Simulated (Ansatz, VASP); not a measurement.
## Two plane-wave programs on Ta3N

```
Ta N
1.0
     3.02177    0.00000    0.00000
    -1.51089    2.61693    0.00000
     0.00000    0.00000    7.55759
Ta N
3 1
Direct
  0.00000 0.00000 0.50000
  0.33639 0.67277 0.17519
  0.66667 0.33333 0.82640
  0.00000 0.00000 0.00000
```

Alike in both runs: task single point; functional PBE; k mesh 18 × 18 × 6; occupations gaussian, width 0.15 eV; no spin polarisation.

|  | VASP | Ansatz |
| --- | --- | --- |
| version | VASP 6.6.1 | Ansatz 0.2.0 |
| potentials or method | VASP PAW PBE potentials, release 64 (Ta_pv, N), cutoff 520 eV | scalar-relativistic, plane waves, PAW |
| valence electrons in the cell | 38 | 44 |

Ansatz gave:

```
gap on the k mesh at the Fermi level (eV)                     : none
pressure (GPa)                                                : -0.2
traceless stress, the component that is largest in VASP (GPa) : -0.29
rms of the force components (eV/Å)                            : 0.074
```

Problem. Which values does VASP return?

Solution. gap on the k mesh at the Fermi level (eV): none; pressure (GPa): 0.1; traceless stress, the component that is largest in VASP (GPa): -0.30; rms of the force components (eV/Å): 0.065.

Atom by atom the forces differ by 0.020 eV/Å (rms over components). A gap of «none» marks a metal or a gap that the smearing closes. VASP's potentials hold 38 valence electrons a cell and Ansatz's 44, so a difference there can come from the potentials and not from the codes.

Spin-orbit coupling is off throughout.
